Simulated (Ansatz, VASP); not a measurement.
## Two plane-wave programs on ZrB6

INCAR

```
PREC = Accurate ; ENCUT = 500
EDIFF = 1E-7 ; ISMEAR = 0
SIGMA = 0.1 ; LREAL = False
LASPH = True ; NELM = 120
ALGO = Normal ; ISIF = 3
LWAVE = False ; LCHARG = False
GGA = PE ; IBRION = 2
NSW = 100 ; EDIFFG = -0.01
GGA_COMPAT = False ; NELMIN = 4
```

Contents of KPOINTS:

```
regular mesh
0
Gamma
  9 9 12
```

Contents of POSCAR:

```
ZrB6
1.0
    5.5185235817      0.0000000000      0.0000000000
   -2.7592617908      4.7791816131      0.0000000000
    0.0000000000      0.0000000000      3.1414502459
Zr B
1 6
Direct
    0.0000000000      0.0000000000      0.0000000000
    0.2290159935      0.4580319869      0.0000000000
    0.5419680131      0.7709840065      0.0000000000
    0.2290159935      0.7709840065      0.0000000000
    0.7709840065      0.5419680131      0.0000000000
    0.4580319869      0.2290159935      0.0000000000
    0.7709840065      0.2290159935      0.0000000000
```

Input for Ansatz:

```yaml
crystal:
  lattice:
    - [5.5185235817, 0.0, 0.0]
    - [-2.7592617908, 4.7791816131, 0.0]
    - [0.0, 0.0, 3.1414502459]
  atoms:
    - { symbol: Zr, position: [0.0, 0.0, 0.0] }
    - { symbol: B, position: [0.2290159935, 0.4580319869, 0.0] }
    - { symbol: B, position: [0.5419680131, 0.7709840065, 0.0] }
    - { symbol: B, position: [0.2290159935, 0.7709840065, 0.0] }
    - { symbol: B, position: [0.7709840065, 0.5419680131, 0.0] }
    - { symbol: B, position: [0.4580319869, 0.2290159935, 0.0] }
    - { symbol: B, position: [0.7709840065, 0.2290159935, 0.0] }
basis:
  ecutwfc: 420
kpoints:
  mp_grid: { grid: [9, 9, 12] }
hamiltonian:
  xc: pbe
scf:
  occupations: { method: gaussian, width: 0.1 }
output:
  forces: true
  stress: true
  eigenvalues: true
  write_density: true
  write_potential: true
  elf: true
  volumetric_format: npy
relax:
  adjacent_minimum: "off"
  f_tol: 0.01
  max_steps: 80
  cell: { stress_tol: 0.05 }
```

Alike in both runs: task relaxation of cell and atoms; functional PBE; k mesh 9 × 9 × 12; occupations gaussian, width 0.1 eV; no spin polarisation.

|  | VASP | Ansatz |
| --- | --- | --- |
| version | VASP 6.6.1 | Ansatz 0.2.0 |
| potentials or method | VASP PAW PBE potentials, release 64 (Zr_sv, B), cutoff 500 eV | scalar-relativistic, plane waves, PAW |
| valence electrons in the cell | 30 | 30 |

|  | VASP | Ansatz | Ansatz less VASP |
| --- | --- | --- | --- |
| gap on the k mesh at the Fermi level, each at its own relaxed structure (eV) | none | none | - |
| relaxed volume (Å³/atom) | 11.74 | 11.74 | +0.008 |
| relaxed cell length with the largest relative difference (Å) | 3.112 | 3.115 | +0.0025 |

A gap of «none» marks a metal or a gap that the smearing closes.
